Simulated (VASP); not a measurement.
A run of VASP 6.6.1:

File INCAR:

```
PREC = Accurate
ENCUT = 520
EDIFF = 1E-8
ISMEAR = -1
SIGMA = 0.02
LREAL = False
LASPH = True
NELM = 100
ALGO = Normal
ISIF = 2
LWAVE = False
LCHARG = False
GGA = PS
LEFG = True
NBANDS = 51
```

Contents of KPOINTS:

```
regular mesh
0
Gamma
  8 8 8
```

POSCAR

```
SrTiO3
1.0
   -2.7555000000      2.7555000000      3.8980000000
    2.7555000000     -2.7555000000      3.8980000000
    2.7555000000      2.7555000000     -3.8980000000
Sr Ti O
2 2 6
Direct
    0.7500000000      0.2500000000      0.5000000000
    0.2500000000      0.7500000000      0.5000000000
    0.0000000000      0.0000000000      0.0000000000
    0.5000000000      0.5000000000      0.0000000000
    0.2500000000      0.2500000000      0.0000000000
    0.7500000000      0.7500000000      0.0000000000
    0.7283236542      0.2283236542      0.9566473085
    0.2283236542      0.2716763458      0.5000000000
    0.2716763458      0.7716763458      0.0433526915
    0.7716763458      0.7283236542      0.5000000000
```

Potentials or basis: VASP PAW PBE potentials, release 64 (Sr_sv, Ti_sv, O).

Command:

```bash
$ cat potpaw_PBE.64/Sr_sv/POTCAR potpaw_PBE.64/Ti_sv/POTCAR potpaw_PBE.64/O/POTCAR > POTCAR
$ mpirun -np 1 vasp_std > vasp.out
```

Hardware: 1 thread of AMD EPYC 7R43 64-Core Processor (Zen 3), on a shared host.

How long does it take, and how much memory?

Wall time 9.7 min on 1 thread of AMD EPYC 7R43 64-Core Processor (Zen 3), on a shared host, peak memory 0.4 GiB. Counts: scf iterations 22, k points 59.
